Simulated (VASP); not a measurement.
Wanted: the native input for a VASP 6.6.1 run.

| Item | Value |
| --- | --- |
| Task | single point |
| Functional | PBEsol |
| Potentials or basis | VASP PAW PBE potentials, release 64 (Al, Si, C, N) |
| Cutoff | 600 eV |
| k mesh | 1 × 1 × 1, shifted |
| Occupations | fermi-dirac, width 0.05 eV |
| Spin | collinear spin |
| Starting moments | [0.125, 0.125, 0.125, 0.125, 0.125, 0.125, 0.125, 0.125, 0.125, 0.125, 0.125, 0.125, 0.125, 0.125, 0.125, 0.125] μB |
| Dipole correction | no |
| Further INCAR settings | ALGO = Normal; EDIFF = 1e-06; NBANDS = 50 |

The structure of Al5Si3C3N5 lies in POSCAR:

```
Al5Si3C3N5
1.0
    6.1989050000      0.0000000000      0.0000000000
    0.0000000000      5.3684090000      0.0000000000
    0.0000000000      0.0000000000      5.0078640000
Al Si C N
5 3 3 5
Direct
    0.2301500000      0.1755250000      0.4999930000
    0.0150940000      0.6620220000      0.4788340000
    0.5144220000      0.6915890000      0.4951380000
    0.9943430000      0.3288400000      0.9900230000
    0.2756240000      0.8175540000      0.0005340000
    0.7629060000      0.1665760000      0.4785710000
    0.4925680000      0.3192140000      0.9935450000
    0.7502720000      0.8369580000      0.0059110000
    0.9738930000      0.3046300000      0.3893820000
    0.4965190000      0.2834230000      0.3653420000
    0.7424730000      0.1628770000      0.8834790000
    0.2416390000      0.8234980000      0.4312050000
    0.7522240000      0.8166920000      0.3892840000
    0.2401920000      0.1501100000      0.8989860000
    0.9660300000      0.6547040000      0.8633510000
    0.4991330000      0.6122890000      0.8934960000
```

These files were run (other wordings do the same):

INCAR

```
  PREC = Accurate
  ENCUT = 600
  EDIFF = 1E-6
  ISMEAR = -1
  SIGMA = 0.05
  LREAL = False
  LASPH = True
  NELM = 200
  ALGO = Normal
  ISIF = 2
  LWAVE = False
  LCHARG = False
  ISPIN = 2
  MAGMOM = 0.125 0.125 0.125 0.125 0.125 0.125 0.125 0.125 0.125 0.125 0.125 0.125 0.125 0.125 0.125 0.125
  LORBIT = 11
  GGA = PS
  NBANDS = 50
  GGA_COMPAT = False
```

KPOINTS

```
Automatic mesh
0
Gamma
  1 1 1
  0.5 0.5 0.5
```

Potentials or basis: VASP PAW PBE potentials, release 64 (Al, Si, C, N).

Command:

```sh
$ cat potpaw_PBE.64/Al/POTCAR potpaw_PBE.64/Si/POTCAR potpaw_PBE.64/C/POTCAR potpaw_PBE.64/N/POTCAR > POTCAR
$ mpirun -np 1 vasp_std > vasp.out
```

It gave:

| Quantity | Value |
| --- | --- |
| Pressure | 8.4 GPa |
| Largest force | 9.144 eV/Å |
| Net moment | 0.00 μB per cell |
| Valence electrons inside the program's atomic spheres | Al 0.90, 0.89, 0.82, 0.86, 0.74; Si 1.78, 1.69, 1.54; C 2.69, 2.49, 2.53; N 3.86, 3.81, 3.77, 3.85 (each value once) |

Caveat: the k points lie up to 1.25 Å⁻¹ apart; the PAW data sets were made with another functional, which shifts forces and pressure a little.

Wall time 32 s on 1 thread of AMD EPYC 7R13 Processor (Zen 3), with other jobs on the host, peak memory 0.33 GiB.
